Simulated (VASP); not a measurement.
# Rh (Fm-3m) in VASP: further runs, part 2 of 2

VASP 6.6.1.

### Step 4. Single point, LDA

Contents of INCAR:

```
PREC     = Accurate       # precision mode
ENCUT    = 500            # plane-wave cutoff, eV
EDIFF    = 1E-6           # SCF threshold, eV
ISMEAR   = -1             # smearing method
SIGMA    = 0.05           # smearing width, eV
LREAL    = False          # projectors in reciprocal space
LASPH    = True           # aspherical terms in the spheres
NELM     = 120            # most SCF steps
ALGO     = Normal         # electronic algorithm
ISIF     = 2              # what is computed and relaxed
LWAVE    = False          # write WAVECAR
LCHARG   = True           # write CHGCAR
LELF     = True           # ELF
LVHAR    = True         
NBANDS   = 14             # bands
GGA_COMPAT= False
```

Contents of KPOINTS:

```
regular mesh
0
Gamma
  9 9 9
```

Contents of POSCAR:

```
Rh
1.0
    0.0000000000      1.8978500000      1.8978500000
    1.8978500000      0.0000000000      1.8978500000
    1.8978500000      1.8978500000      0.0000000000
Rh
1
Direct
    0.0000000000      0.0000000000      0.0000000000
```

Potentials or basis: VASP PAW LDA potentials, release 64 (Rh_pv).

On the command line:

```bash
cat potpaw_LDA.64/Rh_pv/POTCAR > POTCAR
mpirun -np 1 vasp_std > vasp.out
```

OUTCAR:

```text
PREC = Accurate
   ENCUT = 500
   EDIFF = 1E-6
   ISMEAR = -1
   LREAL = False
   LASPH = True
   NELM = 120
   ISIF = 2

 ion  position               nearest neighbor table
   1  0.000  0.000  0.000-

  LATTYP: Found a face centered cubic cell.
 ALAT       =     3.7957000000

  Lattice vectors:

 A1 = (   0.0000000000,   1.8978500000,   1.8978500000)
 A2 = (   1.8978500000,   0.0000000000,   1.8978500000)
 A3 = (   1.8978500000,   1.8978500000,   0.0000000000)

Analysis of symmetry for initial positions (statically):
=====================================================================
 Subroutine PRICEL returns:
 Original cell was already a primitive cell.

 Routine SETGRP: Setting up the symmetry group for a
 face centered cubic supercell.

 Subroutine GETGRP returns: Found 48 space group operations
 (whereof 48 operations were pure point group operations)
 out of a pool of 48 trial point group operations.

The static configuration has the point symmetry O_h .

Analysis of symmetry for dynamics (positions and initial velocities):
=====================================================================
 Subroutine PRICEL returns:
 Original cell was already a primitive cell.

 Routine SETGRP: Setting up the symmetry group for a
 face centered cubic supercell.

 Subroutine GETGRP returns: Found 48 space group operations
 (whereof 48 operations were pure point group operations)
 out of a pool of 48 trial point group operations.

The dynamic configuration has the point symmetry O_h .

 Subroutine INISYM returns: Found 48 space group operations
 (whereof 48 operations are pure point group operations),
 and found     1 'primitive' translations

----------------------------------------------------------------------------------------

                                     Primitive cell

  volume of cell :      13.6715

  direct lattice vectors                    reciprocal lattice vectors
     0.000000000  1.897850000  1.897850000    -0.263456016  0.263456016  0.263456016
     1.897850000  0.000000000  1.897850000     0.263456016 -0.263456016  0.263456016
     1.897850000  1.897850000  0.000000000     0.263456016  0.263456016 -0.263456016

  length of vectors
     2.683965209  2.683965209  2.683965209     0.456319205  0.456319205  0.456319205

  position of ions in fractional coordinates (direct lattice)
     0.000000000  0.000000000  0.000000000

  ion indices of the primitive-cell ions
   primitive index   ion index
                 1           1

----------------------------------------------------------------------------------------

 KPOINTS: regular mesh

Automatic generation of k-mesh.
 Grid dimensions read from file:
 generate k-points for:    9    9    9

 Generating k-lattice:

  Cartesian coordinates                     Fractional coordinates (reciprocal lattice)
    -0.029272891  0.029272891  0.029272891     0.111111111  0.000000000  0.000000000
     0.029272891 -0.029272891  0.029272891     0.000000000  0.111111111  0.000000000
     0.029272891  0.029272891 -0.029272891     0.000000000  0.000000000  0.111111111

  Length of vectors
     0.050702134  0.050702134  0.050702134

  Shift w.r.t. Gamma in fractional coordinates (k-lattice)
     0.000000000  0.000000000  0.000000000

 Subroutine IBZKPT returns following result:
 ===========================================

 Found     35 irreducible k-points:

 Following reciprocal coordinates:
            Coordinates               Weight
  0.000000  0.000000  0.000000      1.000000
  0.111111  0.000000  0.000000      8.000000
  0.222222  0.000000  0.000000      8.000000
  0.333333  0.000000  0.000000      8.000000
  0.444444  0.000000  0.000000      8.000000
  0.111111  0.111111  0.000000      6.000000
[... 16 lines left out ...]
 -0.333333  0.333333  0.000000     12.000000
  0.444444  0.444444  0.000000      6.000000
 [... further k-points ...]
   k-points           NKPTS =     35   k-points in BZ     NKDIM =     35   number of bands    NBANDS=     14
   number of dos      NEDOS =    301   number of ions     NIONS =      1
   total plane-waves  NPLWV =   8000
   dimension x,y,z NGX =    20 NGY =   20 NGZ =   20
   dimension x,y,z NGXF=    40 NGYF=   40 NGZF=   40
   ions per type =               1
   NGX,Y,Z   is equivalent  to a cutoff of  12.39, 12.39, 12.39 a.u.
   NGXF,Y,Z  is equivalent  to a cutoff of  24.78, 24.78, 24.78 a.u.
 SYSTEM =  unknown system
   PREC   = accura    normal or accurate (medium, high low for compatibility)
   ISTART =      0    job   : 0-new  1-cont  2-samecut
   ICHARG =      2    charge: 1-file 2-atom 10-const
   ISPIN  =      1    spin polarized calculation?
   LNONCOLLINEAR =      F non collinear calculations
   LSORBIT =      F    spin-orbit coupling
   LASPH  =      T    aspherical Exc in radial PAW
   ENCUT  =  500.0 eV  36.75 Ry    6.06 a.u.   4.89  4.89  4.89*2*pi/ulx,y,z
   NELM   =    120;   NELMIN=  2; NELMDL= -5     # of ELM steps
   EDIFF  = 0.1E-05   stopping-criterion for ELM
   LREAL  =      F    real-space projection
   EDIFFG = 0.1E-04   stopping-criterion for IOM
   NSW    =      0    number of steps for IOM
   IBRION =     -1    ionic relax: 0-MD 1-quasi-New 2-CG
   NFREE  =      0    steps in history (QN), initial steepest desc. (CG)
   ISIF   =      2    stress and relaxation
   ISYM   =      2    0-nonsym 1-usesym 2-fastsym
   POTIM  = 0.5000    time-step for ionic-motion
   TEBEG  =    0.0;   TEEND  =   0.0 temperature during run
   PSTRESS=    0.0 pullay stress
   NELECT =      15.0000    total number of electrons
   NUPDOWN=      -1.0000    fix difference up-down
   EMIN   =  10.00;   EMAX   =-10.00  energy-range for DOS
   EFERMI =   0.00;   METHOD = LEGACY
   ISMEAR =    -1;   SIGMA  =   0.05  broadening in eV -4-tet -1-fermi 0-gaus
   EFERMI_NEDOS =   21; number of points for ismear=-14 and -15
   IALGO  =     38    algorithm
   IMIX   =      4    mixing-type and parameters
     AMIX     =   0.40;   BMIX     =  1.00
     AMIX_MAG =   1.60;   BMIX_MAG =  1.00
  volume/ion in A,a.u.               =      13.67        92.26
  Fermi-wavevector in a.u.,A,eV,Ry     =   1.688496  3.190795 38.790465  2.851019
  Thomas-Fermi vector in A             =   2.770792
   LORBIT       =      0    0 simple, 1 ext, 2 COOP (PROOUT), +10 PAW based schemes
   GGA     = CA    functional components
   LHFCALC =     F    Hartree Fock is set to
   AEXX    =    0.0000 exact exchange contribution
   IVDW    =     0    specifies the selected vdW correction
   LEPSILON=     F    determine dielectric tensor
   LRPA    =     F    only Hartree local field effects (RPA)
 non-spin polarized calculation
  energy-cutoff  :      500.00
  volume of cell :       13.67
 maximum number of plane-waves:       353
   NGX =  9   NGY =  9   NGZ =  9

 number of electron      15.0000007 magnetization

 Free energy of the ion-electron system (eV)
  ---------------------------------------------------
  ext. energy  EPLUGINS =         0.00000000
  ---------------------------------------------------
  free energy    TOTEN  =        -8.67109035 eV

  energy without entropy =       -8.66226296  energy(sigma->0) =       -8.66667666

 E-fermi :  11.7411     XC(G=0): -14.3893

 val. band max:       11.7407812580   @ k =  -0.3333   0.3333   0.0000
 cond. band min:      11.7738597504   @ k =  -0.4444   0.4444   0.1111
 fundamental gap:      0.0330784924
 Fermi energy:        11.7411176272

 k-point     1 :       0.0000    0.0000    0.0000
  band No.  band energies     occupation
      1     -34.3761      2.00000
      2     -34.3761      2.00000
      3     -34.3761      2.00000
      4       3.7433      2.00000
      5       8.6732      2.00000
      6       8.6732      2.00000
      7       8.6732      2.00000
      8      10.8040      2.00000
      9      10.8040      2.00000
     10      27.7707      0.00000
     11      32.1108      0.00000
     12      33.1913      0.00000
     13      33.1913      0.00000
     14      33.1913      0.00000

 k-point     2 :       0.1111    0.0000    0.0000
  band No.  band energies     occupation
      1     -34.4679      2.00000
      2     -34.3885      2.00000
      3     -34.3885      2.00000
      4       4.2293      2.00000
      5       8.4765      2.00000
      6       8.8526      2.00000
      7       8.8526      2.00000
      8      10.7149      2.00000
      9      10.7149      2.00000
     10      28.4501      0.00000
[... 362 lines left out ...]
 k-point    24 :       0.4444    0.4444    0.0000
  band No.  band energies     occupation
      1     -35.0711      2.00000
      2     -34.6465      2.00000
      3     -34.6465      2.00000
      4       5.4974      2.00000
      5       5.8452      2.00000
      6      12.3130      0.00002
      7      12.6099      0.00000
      8      12.6099      0.00000
      9      14.3695      0.00000
     10      24.9085      0.00000
     11      25.4277      0.00000
     12      25.4277      0.00000
     13      32.1042      0.00000
     14      34.7496      0.00000

 [... further k-points ...]
[... 5 lines left out ...]
  --------------------------------------------------------------------------------------
  -------------------------------------------------------------------------------------
  Total       -0.7493399     -0.7493399     -0.7493399      0.0000000      0.0000000     -0.0000000
  in kB      -87.8160280    -87.8160280    -87.8160280      0.0000000      0.0000000     -0.0000000
  external PRESSURE =     -87.8160280 kB  Pullay stress =       0.0000000 kB

 VOLUME and BASIS-vectors are now :
 -----------------------------------------------------------------------------
  energy-cutoff  :      500.00
  volume of cell :       13.67
      direct lattice vectors                 reciprocal lattice vectors
     0.000000000  1.897850000  1.897850000    -0.263456016  0.263456016  0.263456016
     1.897850000  0.000000000  1.897850000     0.263456016 -0.263456016  0.263456016
     1.897850000  1.897850000  0.000000000     0.263456016  0.263456016 -0.263456016

 POSITION                                       TOTAL-FORCE (eV/Angst)
 -----------------------------------------------------------------------------------
      0.00000      0.00000      0.00000         0.000000     -0.000000      0.000000
 -----------------------------------------------------------------------------------
    total drift:                                0.000000      0.000000      0.000000

  FREE ENERGIE OF THE ION-ELECTRON SYSTEM (eV)
  ---------------------------------------------------
  free  energy   TOTEN  =        -8.6710903505 eV

  energy  without entropy=       -8.6622629595  energy(sigma->0) =       -8.66667666
```

Wall time 4.7 s (1 thread of Intel Xeon 6975P-C, shared host); peak memory 0.12 GiB.

Results:

```yaml
Free_energy: -8.6711 eV
Pressure: -8.8 GPa
```

Levels at points of the mesh, in eV from the Fermi level:
```
           k point  band 4  band 5  band 6  band 7  band 8  band 9  band 10  band 11  band 12  band 13
(0.00, 0.00, 0.00)   -8.00   -3.07   -3.07   -3.07   -0.94   -0.94    16.03    20.37    21.45    21.45
```

### Step 5. The runs side by side

```tsv
level	potentials or basis	gap on the mesh (eV)	pressure (GPa)
BLYP	VASP PAW PBE potentials, release 64 (Rh_pv)	none	22.3
revPBE	VASP PAW PBE potentials, release 64 (Rh_pv)	none	11.1
LDA	VASP PAW LDA potentials, release 64 (Rh_pv)	none	-8.8
```

Alike in all rows: task single point; no spin polarisation; cell as given; k mesh 9 × 9 × 9; cutoff (eV) 500; smearing fermi-dirac 0.05 eV.

Caveats: the PAW data sets were made with another functional, which shifts forces and pressure a little (some runs).

Absolute energies hang on the potentials; compare differences alone.
